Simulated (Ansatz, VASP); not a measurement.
**One calculation of AlNi, two programs**

The input INCAR:

```
SYSTEM = AlNi
ALGO = Normal ; EDIFF = 1E-6
EDIFFG = -0.005 ; ENCUT = 600
GGA = PS ; IBRION = 2
ISIF = 3 ; ISMEAR = -1
ISPIN = 2 ; IVDW = 12
LASPH = .TRUE. ; LCHARG = .FALSE.
LMAXMIX = 4 ; LORBIT = 11
LREAL = .FALSE. ; LWAVE = .FALSE.
MAGMOM = 1 0 ; NELM = 150
NSW = 80 ; PREC = Accurate
SIGMA = 0.05
```

File KPOINTS:

```
k-points
0
G
  9 9 9
  0 0 0
```

POSCAR

```
AlNi
1.0
    2.8810000000      0.0000000000      0.0000000000
    0.0000000000      2.8810000000      0.0000000000
    0.0000000000      0.0000000000      2.8810000000
Ni Al
1 1
Direct
    0.5000000000      0.5000000000      0.5000000000
    0.0000000000      0.0000000000      0.0000000000
```

File input.yaml:

```yaml
crystal:
  lattice:
    - [2.881, 0.0, 0.0]
    - [0.0, 2.881, 0.0]
    - [0.0, 0.0, 2.881]
  atoms:
    - { symbol: Ni, position: [0.5, 0.5, 0.5], spin: 1.0 }
    - { symbol: Al, position: [0.0, 0.0, 0.0] }
kpoints:
  mp_grid: { grid: [9, 9, 9] }
scf:
  occupations: { method: fermi_dirac, width: 0.05 }
hamiltonian:
  xc: pbesol
  dispersion: d3bj
  pseudopotentials: { kind: all_electron, lapw: { basis_error: 0.001 } }
magnetization:
  spin_polarized: true
output:
  forces: true
  stress: true
relax:
  f_tol: 0.005
  max_steps: 60
  cell: {}
```

Alike in both runs: task relaxation of cell and atoms; functional PBEsol; dispersion D3(BJ); k mesh 9 × 9 × 9; occupations fermi-dirac, width 0.05 eV; collinear spin.

```csv
,VASP,Ansatz
version,VASP 6.6.1,Ansatz 0.2.0
potentials or method,"VASP PAW PBE potentials, release 64 (Ni, Al), cutoff 600 eV","all-electron LAPW, scalar-relativistic"
```

```csv
,VASP,Ansatz,Ansatz less VASP
net moment per atom (μB),0.00,0.00,0.000
relaxed volume (Å³/atom),11.35,11.34,-0.008
relaxed cell length with the largest relative difference (Å),2.831,2.830,-0.0007
```

VASP's potentials were made for PBE, not for PBEsol. Ansatz ran all-electron here, and VASP with PAW potentials.
